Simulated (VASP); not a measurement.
Wanted: the native input for a VASP 6.6.1 run.

```yaml
Task: relaxation of the atoms
Functional: PBE
Potentials_or_basis: VASP PAW PBE potentials, release 64 (Si, Ti_sv)
Cutoff: 520 eV
k_mesh: 2 × 2 × 2
Occupations: gaussian, width 0.02 eV
Spin: no spin polarisation
Dipole_correction: no
Further_INCAR_settings: LREAL = Auto; ALGO = Normal; EDIFF = 1e-07; IBRION = 2; EDIFFG = -0.03; NSW = 80
```

The structure of TiSi16 (a cell with a defect) lies in POSCAR:

```
TiSi16
1.0
    0.0000000000      5.4300000000      5.4300000000
    5.4300000000      0.0000000000      5.4300000000
    5.4300000000      5.4300000000      0.0000000000
Si Ti
16 1
Direct
    0.0000000000      0.0000000000      0.0000000000
    0.1250000000      0.1250000000      0.1250000000
    0.0000000000      0.0000000000      0.5000000000
    0.1250000000      0.1250000000      0.6250000000
    0.0000000000      0.5000000000      0.0000000000
    0.1250000000      0.6250000000      0.1250000000
    0.0000000000      0.5000000000      0.5000000000
    0.1250000000      0.6250000000      0.6250000000
    0.5000000000      0.0000000000      0.0000000000
    0.6250000000      0.1250000000      0.1250000000
    0.5000000000      0.0000000000      0.5000000000
    0.6250000000      0.1250000000      0.6250000000
    0.5000000000      0.5000000000      0.0000000000
    0.6250000000      0.6250000000      0.1250000000
    0.5000000000      0.5000000000      0.5000000000
    0.6250000000      0.6250000000      0.6250000000
    0.3850856200      0.8767555600      0.3688746600
```

One way to write it, as run:

INCAR

```
  PREC = Accurate
  ENCUT = 520
  EDIFF = 1E-7
  ISMEAR = 0
  SIGMA = 0.02
  LREAL = Auto
  LASPH = T
  NELM = 80
  ALGO = Normal
  ISIF = 2
  LWAVE = F
  LCHARG = F
  GGA = PE
  IBRION = 2
  NSW = 80
  EDIFFG = -0.03
```

KPOINTS

```
regular mesh
0
Gamma
  2 2 2
```

Potentials or basis: VASP PAW PBE potentials, release 64 (Si, Ti_sv).

Launch:

```sh
$ cat potpaw_PBE.64/Si/POTCAR potpaw_PBE.64/Ti_sv/POTCAR > POTCAR
$ mpirun -np 1 vasp_std > vasp.out
```

Results of the run:

```json
{"Energy gained by relaxing": "25.2 meV/atom", "Ionic steps": "7", "Pressure after relaxing": "4.0 GPa", "Largest force after relaxing": "0.025 eV/Å", "Band gap on the k mesh": "zero (bands 38 and 39 overlap by 0.42 eV)"}
```

Caveat: the k points lie up to 0.50 Å⁻¹ apart.

Wall time 49 min on 1 thread of Oxide Virtual Turin-like Processor, with other jobs on the host, peak memory 0.5 GiB.
